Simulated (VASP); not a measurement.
A run of VASP 6.6.1 is set up as follows.

File INCAR:

```
SYSTEM = W3N4
  ALGO = Normal
  EDIFF = 1E-6
  EDIFFG = -0.01
  ENCUT = 600
  GGA = PE
  IBRION = 2
  ISIF = 3
  ISMEAR = 0
  LASPH = .TRUE.
  LCHARG = .FALSE.
  LREAL = .FALSE.
  LWAVE = .FALSE.
  NELM = 100
  NSW = 80
  PREC = Accurate
  SIGMA = 0.1
```

KPOINTS

```
k-points
0
G
  10 10 10
  0 0 0
```

File POSCAR:

```
W3N4
1.0
    4.1220000000      0.0000000000      0.0000000000
    0.0000000000      4.1220000000      0.0000000000
    0.0000000000      0.0000000000      4.1220000000
W N
3 4
Direct
    0.5000000000      0.5000000000      0.0000000000
    0.0000000000      0.5000000000      0.5000000000
    0.5000000000      0.0000000000      0.5000000000
    0.5000000000      0.5000000000      0.5000000000
    0.5000000000      0.0000000000      0.0000000000
    0.0000000000      0.5000000000      0.0000000000
    0.0000000000      0.0000000000      0.5000000000
```

Potentials or basis: VASP PAW PBE potentials, release 64 (W_sv, N).

The run is started by

```bash
$ cat potpaw_PBE.64/W_sv/POTCAR potpaw_PBE.64/N/POTCAR > POTCAR
$ mpirun -np 1 vasp_std > vasp.out
```

Question: What does it give for the relaxed cell?

Answer: a = 4.220 Å, b = 4.220 Å, c = 4.220 Å, α = 90.00°, β = 90.00°, γ = 90.00°.

Question: What does it give for the band gap on the k mesh?

Answer: Zero (bands 31 and 32 overlap by 2.37 eV).

Question: What does it give for the space group after relaxing (to 0.1 Å)?

Answer: Pm-3m (No. 221).

Question: What does it give for the relaxed volume?

Answer: 10.74 Å³/atom.

Final structure:
```
W N
1.0
     4.21991    0.00000    0.00000
     0.00000    4.21991    0.00000
     0.00000    0.00000    4.21991
W N
3 4
Direct
  0.50000 0.50000 0.00000
  0.00000 0.50000 0.50000
  0.50000 0.00000 0.50000
  0.50000 0.50000 0.50000
  0.50000 0.00000 0.00000
  0.00000 0.50000 0.00000
  0.00000 0.00000 0.50000
```

Caveat: spin-orbit coupling is left out, which moves the levels of the heavy elements. Zero-point motion and thermal expansion aren't in these numbers.
